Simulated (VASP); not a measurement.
H6C2O, 36 atoms in the cell. The cell holds a disordered packing, 36 atoms: a = 7.042 Å, b = 7.042 Å, c = 7.042 Å, α = 90.00°, β = 90.00°, γ = 90.00°. 

```yaml
Program: VASP 6.6.1
Task: relaxation of the atoms
Functional: PBE
Dispersion: D3(BJ)
Potentials_or_basis: VASP PAW PBE potentials, release 64 (C, O, H)
Cutoff: 520 eV
k_mesh: 1 × 1 × 1
Occupations: fermi-dirac, width 0.02 eV
Spin: no spin polarisation
Dipole_correction: no
Further_INCAR_settings: LREAL = Auto; ALGO = Normal; EDIFF = 1e-06; IBRION = 2; EDIFFG = -0.3; NSW = 35
```

Potentials or basis: VASP PAW PBE potentials, release 64 (C, O, H).

The run is started by

```console
$ cat potpaw_PBE.64/C/POTCAR potpaw_PBE.64/O/POTCAR potpaw_PBE.64/H/POTCAR > POTCAR
$ mpirun -np 1 vasp_gam > vasp.out
```

Hardware: 1 thread of Intel(R) Xeon(R) Platinum 8259CL CPU @ 2.50GHz (Skylake/Cascade Lake), on a shared host.

Question: How long does it take, and how much memory?

Answer: Wall time 12 min on 1 thread of Intel(R) Xeon(R) Platinum 8259CL CPU @ 2.50GHz (Skylake/Cascade Lake), with other jobs on the host, peak memory 0.41 GiB. Counts: scf iterations 173, k points 1, ion steps 20.
